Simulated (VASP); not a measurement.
# Te (P3_121) in VASP: notebook

The runs below take Te through single point, relaxation of volume and atoms at fixed shape, with LDA.

Program: VASP 6.6.1. These are calculated values, not measurements. Logs are shortened: lines on timing, memory, paths and dates and some standing lists are left out, and cuts for length are marked.

### Step 1. The cell of the first run

It takes space group P3_121 (No. 152, trigonal). Conventional cell: a = 4.358 Å, b = 4.358 Å, c = 5.796 Å, α = 90.00°, β = 90.00°, γ = 120.00°. Te (site symmetry 2) has 6 Te at 2.88 to 3.34 Å within 3.8 Å.

### Step 2. Single point, LDA

INCAR

```
SYSTEM = Te
PREC = Accurate
ENCUT = 520
EDIFF = 1E-7
ISMEAR = 1
SIGMA = 0.1
LREAL = .FALSE.
LASPH = .TRUE.
NELM = 100
ALGO = Normal
ISIF = 2
LWAVE = .FALSE.
LCHARG = .FALSE.
NBANDS = 16
```

KPOINTS

```
Automatic mesh
0
G
  6 6 4
  0 0 0
```

POSCAR

```
Te
1.0
    4.3575593139      0.0000000000      0.0000000000
   -2.1787796569      3.7737570643      0.0000000000
    0.0000000000      0.0000000000      5.7957299888
Te
3
Direct
    0.2837675890      0.0000000000      0.3333333333
    0.0000000000      0.2837675890      0.6666666667
    0.7162324110      0.7162324110      0.0000000000
```

Potentials or basis: VASP PAW LDA potentials, release 64 (Te).

Launch:

```
> cat potpaw_LDA.64/Te/POTCAR > POTCAR
> mpirun -np 1 vasp_std > vasp.out
```

OUTCAR:

```text
SYSTEM = Te
   PREC = Accurate
   ENCUT = 520
   EDIFF = 1E-7
   ISMEAR = 1
   LREAL = .FALSE.
   LASPH = .TRUE.
   NELM = 100
   ISIF = 2

 ion  position               nearest neighbor table
   1  0.284  0.000  0.333-   3 2.88   2 2.88   3 3.34   3 3.34   2 3.34   2 3.34
   2  0.000  0.284  0.667-   3 2.88   1 2.88   3 3.34   3 3.34   1 3.34   1 3.34
   3  0.716  0.716  0.000-   2 2.88   1 2.88   2 3.34   1 3.34   1 3.34   2 3.34

  LATTYP: Found a hexagonal cell.
 ALAT       =     4.3575593139
 C/A-ratio  =     1.3300404128

  Lattice vectors:

 A1 = (   4.3575593139,   0.0000000000,   0.0000000000)
 A2 = (  -2.1787796569,   3.7737570643,   0.0000000000)
 A3 = (   0.0000000000,   0.0000000000,   5.7957299888)

Analysis of symmetry for initial positions (statically):
=====================================================================
 Subroutine PRICEL returns:
 Original cell was already a primitive cell.

 Routine SETGRP: Setting up the symmetry group for a
 hexagonal supercell.

 Subroutine GETGRP returns: Found  6 space group operations
 (whereof  2 operations were pure point group operations)
 out of a pool of 24 trial point group operations.

The static configuration has the point symmetry C_2 .
 The point group associated with its full space group is D_3 .

Analysis of symmetry for dynamics (positions and initial velocities):
=====================================================================
 Subroutine PRICEL returns:
 Original cell was already a primitive cell.

 Routine SETGRP: Setting up the symmetry group for a
 hexagonal supercell.

 Subroutine GETGRP returns: Found  6 space group operations
 (whereof  2 operations were pure point group operations)
 out of a pool of 24 trial point group operations.

The dynamic configuration has the point symmetry C_2 .
 The point group associated with its full space group is D_3 .

 Subroutine INISYM returns: Found  6 space group operations
 (whereof  2 operations are pure point group operations),
 and found     1 'primitive' translations

----------------------------------------------------------------------------------------

                                     Primitive cell

  volume of cell :      95.3071

  direct lattice vectors                    reciprocal lattice vectors
     4.357559314  0.000000000  0.000000000     0.229486262  0.132493955  0.000000000
    -2.178779657  3.773757064  0.000000000     0.000000000  0.264987911  0.000000000
     0.000000000  0.000000000  5.795729989     0.000000000  0.000000000  0.172540819
[... 86 lines left out ...]
   LREAL  =      F    real-space projection
   EDIFFG = 0.1E-05   stopping-criterion for IOM
   NSW    =      0    number of steps for IOM
   IBRION =     -1    ionic relax: 0-MD 1-quasi-New 2-CG
   NFREE  =      0    steps in history (QN), initial steepest desc. (CG)
   ISIF   =      2    stress and relaxation
   ISYM   =      2    0-nonsym 1-usesym 2-fastsym
   POTIM  = 0.5000    time-step for ionic-motion
   TEBEG  =    0.0;   TEEND  =   0.0 temperature during run
   PSTRESS=    0.0 pullay stress
   NELECT =      18.0000    total number of electrons
   NUPDOWN=      -1.0000    fix difference up-down
   EMIN   =  10.00;   EMAX   =-10.00  energy-range for DOS
   EFERMI =   0.00;   METHOD = LEGACY
   ISMEAR =     1;   SIGMA  =   0.10  broadening in eV -4-tet -1-fermi 0-gaus
   EFERMI_NEDOS =   21; number of points for ismear=-14 and -15
   IALGO  =     38    algorithm
   IMIX   =      4    mixing-type and parameters
     AMIX     =   0.40;   BMIX     =  1.00
     AMIX_MAG =   1.60;   BMIX_MAG =  1.00
  volume/ion in A,a.u.               =      31.77       214.39
  Fermi-wavevector in a.u.,A,eV,Ry     =   0.939270  1.774963 12.003447  0.882228
  Thomas-Fermi vector in A             =   2.066565
   LORBIT       =      0    0 simple, 1 ext, 2 COOP (PROOUT), +10 PAW based schemes
   GGA     = CA    functional components
   LHFCALC =     F    Hartree Fock is set to
   AEXX    =    0.0000 exact exchange contribution
   IVDW    =     0    specifies the selected vdW correction
   LEPSILON=     F    determine dielectric tensor
   LRPA    =     F    only Hartree local field effects (RPA)
 non-spin polarized calculation
 Methfessel and Paxton  Order N= 1 SIGMA  =   0.10
  energy-cutoff  :      520.00
  volume of cell :       95.31
 maximum number of plane-waves:      2586
   NGX = 17   NGY = 17   NGZ = 21

 number of electron      17.9999998 magnetization

 Free energy of the ion-electron system (eV)
  ---------------------------------------------------
  ext. energy  EPLUGINS =         0.00000000
  ---------------------------------------------------
  free energy    TOTEN  =       -11.38943125 eV

  energy without entropy =      -11.38875669  energy(sigma->0) =      -11.38920640

 E-fermi :   6.8117     XC(G=0):  -9.5962

 val. band max:        6.7693827668   @ k =   0.3333   0.3333   0.5000
 cond. band min:       6.8345246335   @ k =   0.0000   0.0000   0.5000
 fundamental gap:      0.0651418667
 Fermi energy:         6.8116752584

 k-point     1 :       0.0000    0.0000    0.0000
  band No.  band energies     occupation
      1      -7.3476      2.00000
      2      -3.8229      2.00000
      3      -3.8229      2.00000
      4       3.5109      2.00000
      5       3.9559      2.00000
      6       3.9559      2.00000
[... 433 lines left out ...]
      3      -3.8900      2.00000
      4       1.1460      2.00000
      5       1.1776      2.00000
      6       1.1776      2.00000
[... 8 lines left out ...]
     15      12.9320      0.00000
     16      13.6747      0.00000

------------------------ aborting loop because EDIFF is reached ----------------------------------------

  FORCE on cell =-STRESS in cart. coord.  units (eV):
  Direction    XX          YY          ZZ          XY          YZ          ZX
  --------------------------------------------------------------------------------------
  -------------------------------------------------------------------------------------
  Total       -0.1303352     -0.1303352      0.4764444     -0.0000000      0.0000000      0.0000000
  in kB       -2.1910232     -2.1910232      8.0093524     -0.0000000      0.0000000      0.0000000
  external PRESSURE =       1.2091020 kB  Pullay stress =       0.0000000 kB

 VOLUME and BASIS-vectors are now :
 -----------------------------------------------------------------------------
  energy-cutoff  :      520.00
  volume of cell :       95.31
      direct lattice vectors                 reciprocal lattice vectors
     4.357559314  0.000000000  0.000000000     0.229486262  0.132493955  0.000000000
    -2.178779657  3.773757064  0.000000000     0.000000000  0.264987911  0.000000000
     0.000000000  0.000000000  5.795729989     0.000000000  0.000000000  0.172540819

 POSITION                                       TOTAL-FORCE (eV/Angst)
 -----------------------------------------------------------------------------------
      1.23653      0.00000      1.93191         0.026093      0.000000      0.000000
     -0.61827      1.07087      3.86382        -0.013046      0.022597     -0.000000
      1.56051      2.70289      0.00000        -0.013046     -0.022597     -0.000000
 -----------------------------------------------------------------------------------
    total drift:                                0.000000      0.000000      0.000000

  FREE ENERGIE OF THE ION-ELECTRON SYSTEM (eV)
  ---------------------------------------------------
  free  energy   TOTEN  =       -11.3894312491 eV

  energy  without entropy=      -11.3887566885  energy(sigma->0) =      -11.38920640
```

stdout:

```text
POSCAR found type information on POSCAR Te
 POSCAR found :  1 types and       3 ions
 scaLAPACK will be used
 LDA part: xc-table for (Slater(with rela. corr.)+CA(PZ))
 , standard interpolation
 POSCAR, INCAR and KPOINTS ok, starting setup
 FFT: planning ... GRIDC
 FFT: planning ... GRID_SOFT
 FFT: planning ... GRID
 WAVECAR not read
 entering main loop
```

It took 16 s on 1 thread of Intel Xeon Platinum 8559C (Emerald Rapids), shared host; peak memory 0.18 GiB.

Results:

```
Free energy            : -11.3894 eV
Pressure               : 0.1 GPa
Largest force          : 0.026 eV/Å
Band gap on the k mesh : 0.07 eV (least direct gap 0.13 eV)
```

Forces on the atoms (eV/Å):
```
Te   0.026  0.000  0.000
Te  -0.013  0.023  0.000
Te  -0.013 -0.023  0.000
```

Stress tensor (GPa, compression positive):
```
-0.22  0.00  0.00
 0.00 -0.22  0.00
 0.00  0.00  0.80
```

Caveat: spin-orbit coupling is left out, which moves the levels of the heavy elements. A k mesh can miss the band edges.

### Step 3. Relaxation of volume and atoms at fixed shape, LDA

This run uses another cell than the first one, of 33.93 Å³/atom.

INCAR

```
SYSTEM = Te
PREC = Accurate
ENCUT = 600
EDIFF = 1E-6
ISMEAR = 1
SIGMA = 0.1
LREAL = .FALSE.
LASPH = .TRUE.
NELM = 60
ALGO = Normal
ISIF = 8
LWAVE = .FALSE.
LCHARG = .FALSE.
GGA = CA
IBRION = 2
NSW = 60
EDIFFG = -0.02
```

KPOINTS is that of step 2.

POSCAR

```
Te
1.0
    4.4540000000      0.0000000000      0.0000000000
   -2.2270000000      3.8572771500      0.0000000000
    0.0000000000      0.0000000000      5.9240000000
Te
3
Direct
    0.2690000000      0.0000000000      0.3333333333
    0.0000000000      0.2690000000      0.6666666667
    0.7310000000      0.7310000000      0.0000000000
```

Potentials or basis: VASP PAW LDA potentials, release 64 (Te).

Launch:

```
> cat potpaw_LDA.64/Te/POTCAR > POTCAR
> mpirun -np 1 vasp_std > vasp.out
```

Wall time 75 s (1 thread of Intel Xeon Platinum 8559C (Emerald Rapids), shared host); peak memory 0.22 GiB.

The run converged. Its results:

```
Free energy                           : -11.3899 eV
Relaxed volume                        : 31.78 Å³/atom
Relaxed cell                          : a = 4.358 Å, b = 4.358 Å, c = 5.796 Å, α = 90.00°, β = 90.00°, γ = 120.00°
Space group after relaxing (to 0.1 Å) : P3_121 (No. 152)
Energy gained by relaxing             : 15.7 meV/atom
Ionic steps                           : 9
Pressure after relaxing               : 0.0 GPa
Largest force after relaxing          : 0.004 eV/Å
Band gap on the k mesh                : 0.04 eV (least direct gap 0.13 eV)
```

Forces on the atoms (eV/Å):
```
Te   0.004  0.000  0.000
Te  -0.002  0.004  0.000
Te  -0.002 -0.004  0.000
```

Stress tensor (GPa, compression positive):
```
-0.32  0.00  0.00
 0.00 -0.32  0.00
 0.00  0.00  0.62
```

Step by step:
| step | energy change (eV) | largest force (eV/Å) | pressure (GPa) | volume (Å³) |
| --- | --- | --- | --- | --- |
| 1 | 0.0000 | 0.0750 | -1.82 | 101.78 |
| 2 | -0.0181 | 0.3572 | 1.07 | 96.21 |
| 3 | -0.0230 | 0.2657 | 0.08 | 97.91 |
| 4 | -0.0317 | 0.2119 | 0.08 | 97.33 |
| 5 | -0.0456 | 0.0681 | 0.21 | 95.60 |
| 6 | -0.0467 | 0.0388 | 0.28 | 95.06 |
| 7 | -0.0467 | 0.0292 | 0.29 | 94.85 |
| 8 | -0.0455 | 0.0412 | -0.57 | 96.23 |
| 9 | -0.0472 | 0.0041 | -0.01 | 95.33 |

Final structure:
```cif
data_structure
_symmetry_space_group_name_H-M 'P 1'
_symmetry_Int_Tables_number 1
_cell_length_a 4.3579
_cell_length_b 4.3579
_cell_length_c 5.7962
_cell_angle_alpha 90.000
_cell_angle_beta 90.000
_cell_angle_gamma 120.000
_cell_volume 95.33
loop_
_atom_site_label
_atom_site_type_symbol
_atom_site_fract_x
_atom_site_fract_y
_atom_site_fract_z
_atom_site_occupancy
Te1 Te 0.28493 0.00000 0.33333 1
Te2 Te 0.00000 0.28493 0.66667 1
Te3 Te 0.71507 0.71507 0.00000 1
```

Levels at points of the mesh, in eV from the valence-band top:
```tsv
k point	band 5	band 6	band 7	band 8	band 9	band 10	band 11	band 12	band 13
(0.00, 0.00, 0.00)	-2.81	-2.81	-1.99	-1.99	-1.36	0.93	0.93	1.43	4.77
(0.50, 0.00, 0.00)	-4.77	-4.12	-4.06	-0.95	-0.82	0.46	0.51	2.28	3.86
(0.00, 0.00, 0.50)	-2.93	-2.93	-1.46	-1.09	-1.09	0.04	0.04	0.08	3.66
(0.50, 0.00, 0.50)	-3.86	-3.82	-2.94	-2.63	-0.21	0.49	2.05	2.57	4.23
```

Caveat: spin-orbit coupling is left out, which moves the levels of the heavy elements. Zero-point motion and thermal expansion aren't in these numbers.
